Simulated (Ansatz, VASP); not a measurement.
# Ba in VASP and in Ansatz

Contents of INCAR:

```
SYSTEM = Ba
  PREC = Accurate
  ENCUT = 520
  EDIFF = 1E-7
  ISMEAR = 0
  SIGMA = 0.15
  LREAL = .False.
  LASPH = .True.
  NELM = 80
  ALGO = Fast
  ISIF = 2
  LWAVE = .False.
  LCHARG = .False.
  GGA = PS
  NBANDS = 11
```

File KPOINTS:

```
Automatic mesh
0
Gamma
  14 14 14
  0 0 0
```

POSCAR

```
Ba
1.0
   -1.4255843023      2.4786998924      2.4786998924
    2.4786998924     -1.4255843023      2.4786998924
    2.4786998924      2.4786998924     -1.4255843023
Ba
1
Direct
    0.0000000000      0.0000000000      0.0000000000
```

Input for Ansatz:

```yaml
crystal:
  lattice:
    - [-1.4255843023, 2.4786998924, 2.4786998924]
    - [2.4786998924, -1.4255843023, 2.4786998924]
    - [2.4786998924, 2.4786998924, -1.4255843023]
  atoms:
    - { symbol: Ba, position: [0.0, 0.0, 0.0] }
basis:
  ecutwfc: 420
kpoints:
  mp_grid: { grid: [14, 14, 14] }
hamiltonian:
  xc: pbesol
  pseudopotentials: { kind: paw }
scf:
  occupations: { method: gaussian, width: 0.15 }
output:
  forces: true
  stress: true
  eigenvalues: true
```

Alike in both runs: task single point; functional PBEsol; k mesh 14 × 14 × 14; occupations gaussian, width 0.15 eV; no spin polarisation.

```csv
,VASP,Ansatz
version,VASP 6.6.1,Ansatz 0.2.0
potentials or method,"VASP PAW PBE potentials, release 64 (Ba_sv), cutoff 520 eV","scalar-relativistic, plane waves, PAW"
valence electrons in the cell,10,10
```

```tsv
	VASP	Ansatz	Ansatz less VASP
gap on the k mesh at the Fermi level (eV)	none	none	-
pressure (GPa)	0.5	0.3	-0.24
traceless stress, the component that is largest in VASP (GPa)	-0.34	-0.32	+0.018
```

VASP's potentials were made for PBE, not for PBEsol. A gap of «none» marks a metal or a gap that the smearing closes. The functional is the same, so the differences come from potentials, cutoffs and numerics.

Neither program's run includes spin-orbit coupling.
